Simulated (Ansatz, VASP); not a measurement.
# Two plane-wave programs on Cu

INCAR

```
PREC = Accurate
ENCUT = 520
EDIFF = 1E-6
ISMEAR = -1
SIGMA = 0.1
LREAL = F
LASPH = T
NELM = 60
ALGO = Normal
ISIF = 2
LWAVE = F
LCHARG = F
GGA = PS
NBANDS = 24
```

Contents of KPOINTS:

```
Automatic mesh
0
Gamma
  10 10 14
```

File POSCAR:

```
Cu
1.0
    4.1029720794      0.0000000000      0.0000000000
   -2.0514860397      3.5532780518      0.0000000000
    0.0000000000      0.0000000000      2.4644184643
Cu
3
Direct
    0.0000000000      1.0000000000      0.0000000000
    0.3333333333      0.6666666667      0.5000000000
    0.6666666667      0.3333333333      0.5000000000
```

Input for Ansatz:

```yaml
crystal:
  lattice:
    - [4.1029720794, 0.0, 0.0]
    - [-2.0514860397, 3.5532780518, 0.0]
    - [0.0, 0.0, 2.4644184643]
  atoms:
    - { symbol: Cu, position: [0.0, 1.0, 0.0] }
    - { symbol: Cu, position: [0.3333333333, 0.6666666667, 0.5] }
    - { symbol: Cu, position: [0.6666666667, 0.3333333333, 0.5] }
hamiltonian:
  xc: pbesol
  pseudopotentials:
    kind: paw
    azcp:
      Cu: "pseudopotentials/Cu.paw.azcp"
basis:
  ecutwfc: 420
  fft_grid_basis: typed
kpoints:
  mp_grid: { grid: [10, 10, 14], shift: [0, 0, 0] }
magnetization:
  spin_polarized: false
scf:
  occupations: { method: fermi_dirac, width: 0.1 }
  lower_state_search: "off"
output:
  stress: true
```

Alike in both runs: task single point; functional PBEsol; k mesh 10 × 10 × 14; occupations fermi-dirac, width 0.1 eV; no spin polarisation.

```csv
,VASP,Ansatz
version,VASP 6.6.1,Ansatz 0.2.0
potentials or method,"VASP PAW PBE potentials, release 64 (Cu), cutoff 520 eV","plane waves (420 eV) with PAW, scalar-relativistic"
valence electrons in the cell,33,57
```

```csv
,VASP,Ansatz,Ansatz less VASP
pressure (GPa),-5.0,-5.7,-0.75
"traceless stress, the component that is largest in VASP (GPa)",-0.29,-0.22,+0.066
```

VASP's potentials were made for PBE, not for PBEsol, and Ansatz warns of the same on its side. The functional is the same, so the differences come from potentials, cutoffs and numerics. VASP's potentials hold 33 valence electrons a cell and Ansatz's 57, so a difference there can come from the potentials and not from the codes.
